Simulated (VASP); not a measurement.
Si, 2 atoms in the cell. It takes space group Fd-3m (No. 227, cubic). Conventional cell: a = 5.402 Å, b = 5.402 Å, c = 5.402 Å, α = 90.00°, β = 90.00°, γ = 90.00°. Within 3.1 Å of Si (site symmetry -43m) lie 4 Si at 2.34 Å. 

```yaml
Program: VASP 6.6.1
Task: single point
Functional: LDA
Potentials_or_basis: VASP PAW LDA potentials, release 64 (Si)
Cutoff: 520 eV
k_mesh: 10 × 10 × 10
Occupations: gaussian, width 0.02 eV
Spin: no spin polarisation
Dipole_correction: no
Further_INCAR_settings: ALGO = Normal; EDIFF = 1e-06; NBANDS = 11
```

Potentials or basis: VASP PAW LDA potentials, release 64 (Si).

The run is started by

```bash
$ cat potpaw_LDA.64/Si/POTCAR > POTCAR
$ mpirun -np 1 vasp_std > vasp.out
```

Hardware: 1 thread of AMD EPYC 7R43 64-Core Processor (Zen 3), with other jobs on the host.

Task: How long does it take, and how much memory?

Result: Wall time 13 s on 1 thread of AMD EPYC 7R43 64-Core Processor (Zen 3), on a shared host, peak memory 0.1 GiB. Counts: scf iterations 11, k points 47.
